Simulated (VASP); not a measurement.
Here is a VASP 6.6.1 calculation.

File INCAR:

```
PREC = Accurate
ENCUT = 520
EDIFF = 1E-7
ISMEAR = 0
SIGMA = 0.1
LREAL = F
LASPH = T
NELM = 100
ALGO = Normal
ISIF = 2
LWAVE = F
LCHARG = F
GGA = PE
NBANDS = 17
```

File KPOINTS:

```
Automatic mesh
0
Gamma
  12 12 8
```

Contents of POSCAR:

```
Ca
1.0
    4.0451919127      0.0000000000      0.0000000000
   -2.0225959564      3.5032389596      0.0000000000
    0.0000000000      0.0000000000      6.5289976000
Ca
2
Direct
    0.3333333333      0.6666666667      0.2500000000
    0.6666666667      0.3333333333      0.7500000000
```

Potentials or basis: VASP PAW PBE potentials, release 64 (Ca_sv).

Run with:

```bash
$ cat potpaw_PBE.64/Ca_sv/POTCAR > POTCAR
$ mpirun -np 1 vasp_std > vasp.out
```

Task: What does it give for the band gap on the k mesh?

Result: Zero (bands 10 and 11 overlap by 0.46 eV).

Task: Predict the pressure.

Result: -1.3 GPa.

Stress tensor (GPa, compression positive):
```
-1.42  0.00  0.00
 0.00 -1.42  0.00
 0.00  0.00 -1.04
```

Caveat: the cell differs from its parent crystal (strained).
